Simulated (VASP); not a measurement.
# In (Im-3m) in VASP: notebook

Runs on In. Level: PBEsol. Tasks: single point.

All numbers are computed with VASP 6.6.1; they aren't measurements. Logs are shortened: lines on timing, memory, paths and dates and some standing lists are left out, and cuts for length are marked.

## (1) The cell of the first run

The structure is cubic, space group Im-3m (No. 229). The conventional cell has a = 3.733 Å, b = 3.733 Å, c = 3.733 Å, α = 90.00°, β = 90.00°, γ = 90.00°. Within 4.3 Å of In (site symmetry m-3m) lie 14 In at 3.23 to 3.73 Å.

## (2) Single point, PBEsol

INCAR

```
PREC     = Accurate       # precision mode
ENCUT    = 520            # plane-wave cutoff, eV
EDIFF    = 1E-6           # SCF threshold, eV
ISMEAR   = 1              # smearing method
SIGMA    = 0.05           # smearing width, eV
LREAL    = F              # projectors in reciprocal space
LASPH    = T              # aspherical terms in the spheres
NELM     = 100            # most SCF steps
ALGO     = Normal         # electronic algorithm
ISIF     = 2              # what is computed and relaxed
LWAVE    = F              # write WAVECAR
LCHARG   = F              # write CHGCAR
GGA      = PS             # functional
NBANDS   = 12             # bands
```

KPOINTS

```
Automatic mesh
0
Gamma
  11 11 11
```

POSCAR

```
In
1.0
   -1.8667047142      1.8667047142      1.8667047142
    1.8667047142     -1.8667047142      1.8667047142
    1.8667047142      1.8667047142     -1.8667047142
In
1
Direct
    0.0000000000      0.0000000000      0.0000000000
```

Potentials or basis: VASP PAW PBE potentials, release 64 (In_d).

On the command line:

```console
$ cat potpaw_PBE.64/In_d/POTCAR > POTCAR
$ mpirun -np 1 vasp_std > vasp.out
```

OUTCAR:

```text
PREC = Accurate
   ENCUT = 520
   EDIFF = 1E-6
   ISMEAR = 1
   LREAL = F
   LASPH = T
   NELM = 100
   ISIF = 2
   GGA = PS

 ion  position               nearest neighbor table
   1  0.000  0.000  0.000-

  LATTYP: Found a body centered cubic cell.
 ALAT       =     3.7334094284

  Lattice vectors:

 A1 = (  -1.8667047142,   1.8667047142,   1.8667047142)
 A2 = (   1.8667047142,  -1.8667047142,   1.8667047142)
 A3 = (   1.8667047142,   1.8667047142,  -1.8667047142)

Analysis of symmetry for initial positions (statically):
=====================================================================
 Subroutine PRICEL returns:
 Original cell was already a primitive cell.

 Routine SETGRP: Setting up the symmetry group for a
 body centered cubic supercell.

 Subroutine GETGRP returns: Found 48 space group operations
 (whereof 48 operations were pure point group operations)
 out of a pool of 48 trial point group operations.

The static configuration has the point symmetry O_h .

Analysis of symmetry for dynamics (positions and initial velocities):
=====================================================================
 Subroutine PRICEL returns:
 Original cell was already a primitive cell.

 Routine SETGRP: Setting up the symmetry group for a
 body centered cubic supercell.

 Subroutine GETGRP returns: Found 48 space group operations
 (whereof 48 operations were pure point group operations)
 out of a pool of 48 trial point group operations.

The dynamic configuration has the point symmetry O_h .

 Subroutine INISYM returns: Found 48 space group operations
 (whereof 48 operations are pure point group operations),
 and found     1 'primitive' translations

----------------------------------------------------------------------------------------

                                     Primitive cell

  volume of cell :      26.0188

  direct lattice vectors                    reciprocal lattice vectors
    -1.866704714  1.866704714  1.866704714     0.000000000  0.267851683  0.267851683
     1.866704714 -1.866704714  1.866704714     0.267851683  0.000000000  0.267851683
     1.866704714  1.866704714 -1.866704714     0.267851683  0.267851683  0.000000000

  length of vectors
     3.233227408  3.233227408  3.233227408     0.378799483  0.378799483  0.378799483

  position of ions in fractional coordinates (direct lattice)
     0.000000000  0.000000000  0.000000000

  ion indices of the primitive-cell ions
   primitive index   ion index
                 1           1

----------------------------------------------------------------------------------------

 KPOINTS: Automatic mesh

Automatic generation of k-mesh.
 Grid dimensions read from file:
 generate k-points for:   11   11   11

 Generating k-lattice:

  Cartesian coordinates                     Fractional coordinates (reciprocal lattice)
     0.000000000  0.024350153  0.024350153     0.090909091  0.000000000  0.000000000
     0.024350153  0.000000000  0.024350153     0.000000000  0.090909091  0.000000000
     0.024350153  0.024350153  0.000000000     0.000000000  0.000000000  0.090909091

  Length of vectors
     0.034436317  0.034436317  0.034436317

  Shift w.r.t. Gamma in fractional coordinates (k-lattice)
     0.000000000  0.000000000  0.000000000

 Subroutine IBZKPT returns following result:
 ===========================================

 Found     56 irreducible k-points:

 Following reciprocal coordinates:
            Coordinates               Weight
  0.000000  0.000000  0.000000      1.000000
  0.090909  0.000000  0.000000     12.000000
  0.181818  0.000000  0.000000     12.000000
  0.272727  0.000000  0.000000     12.000000
  0.363636  0.000000  0.000000     12.000000
  0.454545  0.000000  0.000000     12.000000
[... 16 lines left out ...]
  0.272727  0.181818  0.090909     48.000000
  0.363636  0.181818  0.090909     24.000000
 [... further k-points ...]
   k-points           NKPTS =     56   k-points in BZ     NKDIM =     56   number of bands    NBANDS=     12
   number of dos      NEDOS =    301   number of ions     NIONS =      1
   total plane-waves  NPLWV =  13824
   dimension x,y,z NGX =    24 NGY =   24 NGZ =   24
   dimension x,y,z NGXF=    48 NGYF=   48 NGZF=   48
   ions per type =               1
   NGX,Y,Z   is equivalent  to a cutoff of  12.34, 12.34, 12.34 a.u.
   NGXF,Y,Z  is equivalent  to a cutoff of  24.68, 24.68, 24.68 a.u.
 SYSTEM =  unknown system
   PREC   = accura    normal or accurate (medium, high low for compatibility)
   ISTART =      0    job   : 0-new  1-cont  2-samecut
   ICHARG =      2    charge: 1-file 2-atom 10-const
   ISPIN  =      1    spin polarized calculation?
   LNONCOLLINEAR =      F non collinear calculations
   LSORBIT =      F    spin-orbit coupling
   LASPH  =      T    aspherical Exc in radial PAW
   ENCUT  =  520.0 eV  38.22 Ry    6.18 a.u.   6.01  6.01  6.01*2*pi/ulx,y,z
   NELM   =    100;   NELMIN=  2; NELMDL= -5     # of ELM steps
   EDIFF  = 0.1E-05   stopping-criterion for ELM
   LREAL  =      F    real-space projection
   EDIFFG = 0.1E-04   stopping-criterion for IOM
   NSW    =      0    number of steps for IOM
   IBRION =     -1    ionic relax: 0-MD 1-quasi-New 2-CG
   NFREE  =      0    steps in history (QN), initial steepest desc. (CG)
   ISIF   =      2    stress and relaxation
   ISYM   =      2    0-nonsym 1-usesym 2-fastsym
   POTIM  = 0.5000    time-step for ionic-motion
   TEBEG  =    0.0;   TEEND  =   0.0 temperature during run
   PSTRESS=    0.0 pullay stress
   NELECT =      13.0000    total number of electrons
   NUPDOWN=      -1.0000    fix difference up-down
   EMIN   =  10.00;   EMAX   =-10.00  energy-range for DOS
   EFERMI =   0.00;   METHOD = LEGACY
   ISMEAR =     1;   SIGMA  =   0.05  broadening in eV -4-tet -1-fermi 0-gaus
   EFERMI_NEDOS =   21; number of points for ismear=-14 and -15
   IALGO  =     38    algorithm
   IMIX   =      4    mixing-type and parameters
     AMIX     =   0.40;   BMIX     =  1.00
     AMIX_MAG =   1.60;   BMIX_MAG =  1.00
  volume/ion in A,a.u.               =      26.02       175.58
  Fermi-wavevector in a.u.,A,eV,Ry     =   1.299053  2.454855 22.960371  1.687540
  Thomas-Fermi vector in A             =   2.430342
   LORBIT       =      0    0 simple, 1 ext, 2 COOP (PROOUT), +10 PAW based schemes
   GGA     = PS    functional components
   LHFCALC =     F    Hartree Fock is set to
   AEXX    =    0.0000 exact exchange contribution
   IVDW    =     0    specifies the selected vdW correction
   LEPSILON=     F    determine dielectric tensor
   LRPA    =     F    only Hartree local field effects (RPA)
 non-spin polarized calculation
 Methfessel and Paxton  Order N= 1 SIGMA  =   0.05
  energy-cutoff  :      520.00
  volume of cell :       26.02
 maximum number of plane-waves:       714
   NGX = 13   NGY = 13   NGZ = 13

 number of electron      12.9999992 magnetization

 Free energy of the ion-electron system (eV)
  ---------------------------------------------------
  ext. energy  EPLUGINS =         0.00000000
  ---------------------------------------------------
  free energy    TOTEN  =        -2.96940750 eV

  energy without entropy =       -2.96879257  energy(sigma->0) =       -2.96920252

 E-fermi :   7.4419     XC(G=0): -10.4333

 val. band max:        7.4396792207   @ k =  -0.3636   0.4545   0.1818
 cond. band min:       7.5349318403   @ k =   0.3636   0.0000   0.0000
 fundamental gap:      0.0952526196
 Fermi energy:         7.4418848204

 k-point     1 :       0.0000    0.0000    0.0000
  band No.  band energies     occupation
      1      -7.1797      2.00000
      2      -7.1797      2.00000
      3      -7.1797      2.00000
      4      -6.8946      2.00000
      5      -6.8946      2.00000
      6      -2.1795      2.00000
      7      18.5699      0.00000
      8      18.5699      0.00000
      9      18.5699      0.00000
     10      20.4425      0.00000
     11      20.4425      0.00000
     12      20.4425      0.00000

 k-point     2 :       0.0909    0.0000    0.0000
  band No.  band energies     occupation
      1      -7.1889      2.00000
      2      -7.1715      2.00000
      3      -7.1447      2.00000
      4      -6.9043      2.00000
      5      -6.8949      2.00000
      6      -1.9870      2.00000
      7      16.7306      0.00000
      8      17.7029      0.00000
      9      18.0954      0.00000
     10      19.5283      0.00000
     11      19.8355      0.00000
     12      20.3196      0.00000

 k-point     3 :       0.1818    0.0000    0.0000
  band No.  band energies     occupation
      1      -7.2137      2.00000
      2      -7.1581      2.00000
      3      -7.0495      2.00000
      4      -6.9252      2.00000
      5      -6.8956      2.00000
      6      -1.4028      2.00000
      7      13.5291      0.00000
      8      16.2217      0.00000
      9      17.0050      0.00000
     10      18.7678      0.00000
     11      18.9658      0.00000
     12      20.7620      0.00000
[... 286 lines left out ...]
 k-point    23 :       0.2727    0.1818    0.0909
  band No.  band energies     occupation
      1      -7.2387      2.00000
      2      -7.1421      2.00000
      3      -6.9127      2.00000
      4      -6.9077      2.00000
      5      -6.8506      2.00000
      6       2.7221      2.00000
      7       7.0102      2.00000
      8       9.4314      0.00000
      9      11.6257      0.00000
     10      21.9252      0.00000
     11      23.5851      0.00000
     12      23.7984      0.00000

 k-point    24 :       0.3636    0.1818    0.0909
  band No.  band energies     occupation
      1      -7.2420      2.00000
      2      -7.1277      2.00000
      3      -6.9117      2.00000
      4      -6.9015      2.00000
      5      -6.8549      2.00000
      6       4.1721      2.00000
      7       5.2896      2.00000
      8       9.1479      0.00000
      9      11.4345      0.00000
     10      21.8043      0.00000
     11      23.6745      0.00000
     12      24.8087      0.00000

 [... further k-points ...]

------------------------ aborting loop because EDIFF is reached ----------------------------------------

  FORCE on cell =-STRESS in cart. coord.  units (eV):
  Direction    XX          YY          ZZ          XY          YZ          ZX
  --------------------------------------------------------------------------------------
  -------------------------------------------------------------------------------------
  Total       -0.0636854     -0.0636854     -0.0636854      0.0000000      0.0000000     -0.0000000
  in kB       -3.9216038     -3.9216038     -3.9216038      0.0000000      0.0000000     -0.0000000
  external PRESSURE =      -3.9216038 kB  Pullay stress =       0.0000000 kB

 VOLUME and BASIS-vectors are now :
 -----------------------------------------------------------------------------
  energy-cutoff  :      520.00
  volume of cell :       26.02
      direct lattice vectors                 reciprocal lattice vectors
    -1.866704714  1.866704714  1.866704714     0.000000000  0.267851683  0.267851683
     1.866704714 -1.866704714  1.866704714     0.267851683  0.000000000  0.267851683
     1.866704714  1.866704714 -1.866704714     0.267851683  0.267851683  0.000000000

 POSITION                                       TOTAL-FORCE (eV/Angst)
 -----------------------------------------------------------------------------------
      0.00000      0.00000      0.00000        -0.000000     -0.000000      0.000000
 -----------------------------------------------------------------------------------
    total drift:                                0.000000      0.000000     -0.000000

  FREE ENERGIE OF THE ION-ELECTRON SYSTEM (eV)
  ---------------------------------------------------
  free  energy   TOTEN  =        -2.9694074967 eV

  energy  without entropy=       -2.9687925679  energy(sigma->0) =       -2.96920252
```

It took 7.8 s on 1 thread of Intel Xeon Platinum 8488C (Sapphire Rapids), shared host; peak memory 0.14 GiB.

Results:

| Property | Result |
| --- | --- |
| Free energy | -2.9694 eV |
| Pressure | -0.4 GPa |

Levels at points of the mesh, in eV from the Fermi level:
```csv
k point,band 3,band 4,band 5,band 6,band 7,band 8,band 9,band 10
"(0.00, 0.00, 0.00)",-14.62,-14.34,-14.34,-9.62,11.13,11.13,11.13,13.00
```

Caveat: the PAW data sets were made with another functional, which shifts forces and pressure a little; spin-orbit coupling is left out, which moves the levels of the heavy elements.

## (3) Single point, PBEsol

This run uses another cell than the first one, of 26.69 Å³/atom, 1.026 times its volume.

INCAR

```
SYSTEM = In
ALGO = Normal ; EDIFF = 1E-6
ENCUT = 520 ; GGA = PS
ISIF = 2 ; ISMEAR = 1
LASPH = .TRUE. ; LCHARG = .FALSE.
LREAL = .FALSE. ; LWAVE = .FALSE.
NBANDS = 12 ; NELM = 80
PREC = Accurate ; SIGMA = 0.05
```

KPOINTS

```
k-points
0
G
  11 11 11
  0 0 0
```

POSCAR

```
In
1.0
   -1.8825250000      1.8825250000      1.8825250000
    1.8825250000     -1.8825250000      1.8825250000
    1.8825250000      1.8825250000     -1.8825250000
In
1
Direct
    0.0000000000      0.0000000000      0.0000000000
```

Potentials or basis: VASP PAW PBE potentials, release 64 (In_d).

On the command line:

```console
$ cat potpaw_PBE.64/In_d/POTCAR > POTCAR
$ mpirun -np 1 vasp_std > vasp.out
```

Run time: 8 s. Hardware: 1 thread of Intel Xeon Platinum 8488C (Sapphire Rapids), shared host; peak memory 0.14 GiB.

The run converged. Its results:

```
Free energy : -2.9661 eV
Pressure    : -1.3 GPa
```

Levels at points of the mesh, in eV from the Fermi level:
```csv
k point,band 2,band 3,band 4,band 5,band 6,band 7,band 8,band 9,band 10,band 11
"(0.00, 0.00, 0.00)",-14.59,-14.59,-14.33,-14.33,-9.45,10.85,10.85,10.85,12.92,12.92
```

Caveat: the PAW data sets were made with another functional, which shifts forces and pressure a little; spin-orbit coupling is left out, which moves the levels of the heavy elements.
